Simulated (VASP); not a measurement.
A run of VASP 6.6.1 is set up as follows.

INCAR

```
PREC = Accurate ; ENCUT = 520
EDIFF = 1E-6 ; ISMEAR = 0
SIGMA = 0.01 ; LREAL = Auto
LASPH = True ; NELM = 80
ALGO = Normal ; ISIF = 2
LWAVE = False ; LCHARG = True
GGA = PE ; LELF = True
LVHAR = True ; NBANDS = 86
```

Contents of KPOINTS:

```
Automatic mesh
0
Gamma
  2 2 2
  0.5 0.5 0.5
```

File POSCAR:

```
SiC
1.0
   -4.3797259441     -4.3797259441      4.3797259441
    4.3797259441      4.3797259441      4.3797259441
   -4.3797259441      4.3797259441     -4.3797259441
Si C
16 16
Direct
    0.0000000000      0.2500000000      0.0000000000
    0.2500000000      0.2500000000      0.7500000000
    0.0000000000      0.5000000000      0.7500000000
    0.5000000000      0.2500000000      0.5000000000
    0.2500000000      0.5000000000      0.5000000000
    0.0000000000      0.7500000000      0.5000000000
    0.7500000000      0.2500000000      0.2500000000
    0.5000000000      0.5000000000      0.2500000000
    0.2500000000      0.7500000000      0.2500000000
    0.0000000000      0.0000000000      0.2500000000
    0.7500000000      0.5000000000      0.0000000000
    0.5000000000      0.7500000000      0.0000000000
    0.2500000000      0.0000000000      0.0000000000
    0.7500000000      0.7500000000      0.7500000000
    0.5000000000      0.0000000000      0.7500000000
    0.7500000000      0.0000000000      0.5000000000
    0.2500000000      0.5000000000      0.2500000000
    0.5000000000      0.5000000000      0.0000000000
    0.2500000000      0.7500000000      0.0000000000
    0.7500000000      0.5000000000      0.7500000000
    0.5000000000      0.7500000000      0.7500000000
    0.2500000000      0.0000000000      0.7500000000
    0.0000000000      0.5000000000      0.5000000000
    0.7500000000      0.7500000000      0.5000000000
    0.5000000000      0.0000000000      0.5000000000
    0.2500000000      0.2500000000      0.5000000000
    0.0000000000      0.7500000000      0.2500000000
    0.7500000000      0.0000000000      0.2500000000
    0.5000000000      0.2500000000      0.2500000000
    0.0000000000      0.0000000000      0.0000000000
    0.7500000000      0.2500000000      0.0000000000
    0.0000000000      0.2500000000      0.7500000000
```

Potentials or basis: VASP PAW PBE potentials, release 64 (Si, C).

Run with:

```console
$ cat potpaw_PBE.64/Si/POTCAR potpaw_PBE.64/C/POTCAR > POTCAR
$ mpirun -np 1 vasp_std > vasp.out
```

Predict the band gap on the k mesh.

2.69 eV.

Predict the pressure.

0.0 GPa.

A k mesh can miss the band edges. PBE gaps usually lie below the measured ones, often by a third to a half.
